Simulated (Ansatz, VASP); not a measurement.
LiLu: VASP beside Ansatz

INCAR

```
  PREC = Accurate
  ENCUT = 600
  EDIFF = 1E-7
  ISMEAR = 0
  SIGMA = 0.1
  LREAL = False
  LASPH = True
  NELM = 100
  ALGO = Normal
  ISIF = 3
  LWAVE = False
  LCHARG = False
  GGA = PE
  IBRION = 2
  NSW = 100
  EDIFFG = -0.01
```

The input KPOINTS:

```
regular mesh
0
Gamma
  16 16 16
```

The input POSCAR:

```
LiLu
1.0
    0.0000000000      2.9403867011      2.9403867011
    2.9403867011      0.0000000000      2.9403867011
    2.9403867011      2.9403867011      0.0000000000
Li Lu
1 1
Direct
    0.5000000000      0.5000000000      0.5000000000
    0.0000000000      0.0000000000      0.0000000000
```

Input for Ansatz:

```yaml
crystal:
  lattice:
    - [0.0, 2.9403867011, 2.9403867011]
    - [2.9403867011, 0.0, 2.9403867011]
    - [2.9403867011, 2.9403867011, 0.0]
  atoms:
    - { symbol: Li, position: [0.5, 0.5, 0.5] }
    - { symbol: Lu, position: [0.0, 0.0, 0.0] }
basis:
  ecutwfc: 420
kpoints:
  mp_grid: { grid: [16, 16, 16] }
hamiltonian:
  xc: pbe
scf:
  occupations: { method: gaussian, width: 0.1 }
output:
  forces: true
  stress: true
  eigenvalues: true
  write_density: true
  write_potential: true
  elf: true
  volumetric_format: npy
relax:
  adjacent_minimum: "off"
  f_tol: 0.01
  max_steps: 80
  cell: { stress_tol: 0.05 }
```

Change from the starting cell: species swapped into the EuN type (Fm-3m, No. 225).

Alike in both runs: task relaxation of cell and atoms; functional PBE; k mesh 16 × 16 × 16; occupations gaussian, width 0.1 eV; no spin polarisation.

```csv
,VASP,Ansatz
version,VASP 6.6.1,Ansatz 0.2.0
potentials or method,"VASP PAW PBE potentials, release 64 (Li_sv, Lu), cutoff 600 eV","scalar-relativistic, plane waves, PAW"
valence electrons in the cell,28,28
```

Ansatz gave:

| Item | Value |
| --- | --- |
| gap on the k mesh at the Fermi level, each at its own relaxed structure (eV) | none |
| relaxed volume (Å³/atom) | 25.56 |
| relaxed cell length with the largest relative difference (Å) | 4.166 |

Task: Which values does VASP return?

Result: gap on the k mesh at the Fermi level, each at its own relaxed structure (eV): none; relaxed volume (Å³/atom): 25.62; relaxed cell length with the largest relative difference (Å): 4.169.

A gap of «none» marks a metal or a gap that the smearing closes.

Spin-orbit coupling is off throughout. Noted on VASP's run: the cutoff is short for stress, so the pressure is rough.
